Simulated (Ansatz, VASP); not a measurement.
**Si2Ni in VASP and in Ansatz**

```xyz
3
Lattice="3.8226 0.0000 0.0000 1.9113 3.3105 0.0000 1.9113 1.1035 3.1212" Properties=species:S:1:pos:R:3 pbc="T T T"
Si    1.9113    1.1035    0.7803
Si    5.7339    3.3105    2.3409
Ni    0.0000    0.0000    0.0000
```

Alike in both runs: task single point; functional PBE; k mesh 8 × 8 × 8; collinear spin.

|  | VASP | Ansatz |
| --- | --- | --- |
| version | VASP 6.6.1 | Ansatz 0.2.0 |
| potentials or method | VASP PAW PBE potentials, release 64 (Si, Ni) | plane waves, PAW |
| plane-wave cutoff (eV) | 520 | 420 |
| occupations | fermi-dirac, width 0.1 eV | fermi-dirac |
| valence electrons in the cell | 18 | 26 |

```csv
,VASP,Ansatz,Ansatz less VASP
gap on the k mesh at the Fermi level (eV),none,none,-
pressure (GPa),3.2,3.3,+0.06
net moment per atom (μB),0.00,0.00,0.000
```

A gap of «none» marks a metal or a gap that the smearing closes. VASP's potentials hold 18 valence electrons a cell and Ansatz's 26, so a difference there can come from the potentials and not from the codes. Ansatz's warnings: seeded moment not kept, stress scf threshold loose.
